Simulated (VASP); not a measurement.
Write the native input for VASP 6.6.1 that does the following.

```
Task                   : single point
Functional             : PBE
Potentials or basis    : VASP PAW PBE potentials, release 64 (Sc_sv)
Cutoff                 : 520 eV
k mesh                 : 16 × 16 × 16
Occupations            : gaussian, width 0.1 eV
Spin                   : no spin polarisation
Dipole correction      : no
Further INCAR settings : ALGO = Fast; EDIFF = 1e-06; NBANDS = 12
```

The structure of Sc lies in POSCAR:

```
Sc
1.0
    0.0000000000      2.2371917650      2.2371917650
    2.2371917650      0.0000000000      2.2371917650
    2.2371917650      2.2371917650      0.0000000000
Sc
1
Direct
    0.0000000000      0.0000000000      0.0000000000
```

This cell differs from its parent crystal: strained.

These files were run (other wordings do the same):

INCAR

```
  ALGO = Fast
  EDIFF = 1E-6
  ENCUT = 520
  GGA = PE
  ISIF = 2
  ISMEAR = 0
  LASPH = T
  LCHARG = F
  LREAL = F
  LWAVE = F
  NBANDS = 12
  NELM = 80
  PREC = Accurate
  SIGMA = 0.1
```

KPOINTS

```
k-points
0
Gamma
  16 16 16
```

Potentials or basis: VASP PAW PBE potentials, release 64 (Sc_sv).

Launch:

```console
$ cat potpaw_PBE.64/Sc_sv/POTCAR > POTCAR
$ mpirun -np 1 vasp_std > vasp.out
```

It gave:

```json
{"Pressure": "5.7 GPa"}
```

Caveat: the cell differs from its parent crystal (strained).

Wall time 25 s on 1 thread of Intel(R) Xeon(R) Platinum 8259CL CPU @ 2.50GHz (Skylake/Cascade Lake), on a shared host, peak memory 0.16 GiB.
